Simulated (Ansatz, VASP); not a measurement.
# Co in VASP and in Ansatz

```xyz
1
Lattice="2.2956 0.0000 0.0000 0.0000 2.2956 0.0000 0.0000 0.0000 2.2956" Properties=species:S:1:pos:R:3 pbc="T T T"
Co    0.0000    0.0000    0.0000
```

Alike in both runs: task single point; functional PBEsol; k mesh 22 × 22 × 22; occupations fermi-dirac, width 0.05 eV; collinear spin.

```csv
,VASP,Ansatz
version,VASP 6.6.1,Ansatz 0.2.0
potentials or method,"VASP PAW PBE potentials, release 64 (Co), cutoff 520 eV","plane waves (420 eV) with PAW, scalar-relativistic"
valence electrons in the cell,9,17
```

Ansatz gave:

* net moment per atom (μB): 1.75
* size of the moment on the site where the two differ most (μB): 1.75

Which values does VASP return?

net moment per atom (μB): 1.74; size of the moment on the site where the two differ most (μB): 1.74.

VASP's potentials were made for PBE, not for PBEsol, and Ansatz warns of the same on its side. Site moments also hang on the region over which each program counts them. The functional is the same, so the differences come from potentials, cutoffs and numerics. VASP's potentials hold 9 valence electrons a cell and Ansatz's 17, so a difference there can come from the potentials and not from the codes.
